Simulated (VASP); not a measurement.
Input of a VASP 6.6.1 run:

File INCAR:

```
PREC = Accurate
ENCUT = 600
EDIFF = 1E-7
ISMEAR = 0
SIGMA = 0.01
LREAL = F
LASPH = T
NELM = 100
ALGO = Normal
ISIF = 3
LWAVE = F
LCHARG = F
GGA = PS
IBRION = 2
NSW = 100
EDIFFG = -0.002
PSTRESS = 150.0
```

Contents of KPOINTS:

```
Automatic mesh
0
Gamma
  6 6 6
```

File POSCAR:

```
BaTe
1.0
    0.0000000000      3.4713686740      3.4713686740
    3.4713686740      0.0000000000      3.4713686740
    3.4713686740      3.4713686740      0.0000000000
Ba Te
1 1
Direct
    0.0000000000      0.0000000000      0.0000000000
    0.5000000000      0.5000000000      0.5000000000
```

Potentials or basis: VASP PAW PBE potentials, release 64 (Ba_sv, Te).

Command:

```console
$ cat potpaw_PBE.64/Ba_sv/POTCAR potpaw_PBE.64/Te/POTCAR > POTCAR
$ mpirun -np 1 vasp_std > vasp.out
```

(1) Estimate the space group after relaxing (to 0.05 Å).

(2) Predict the relaxed volume.

## Answers

(1) Fm-3m (No. 225).

(2) 32.49 Å³/atom.

Caveat: the cell is relaxed towards a set pressure, so the enthalpy falls and the energy may rise; the volume moved by over 15 % at a fixed basis, so the end points are rough; the PAW data sets were made with another functional, which shifts forces and pressure a little.
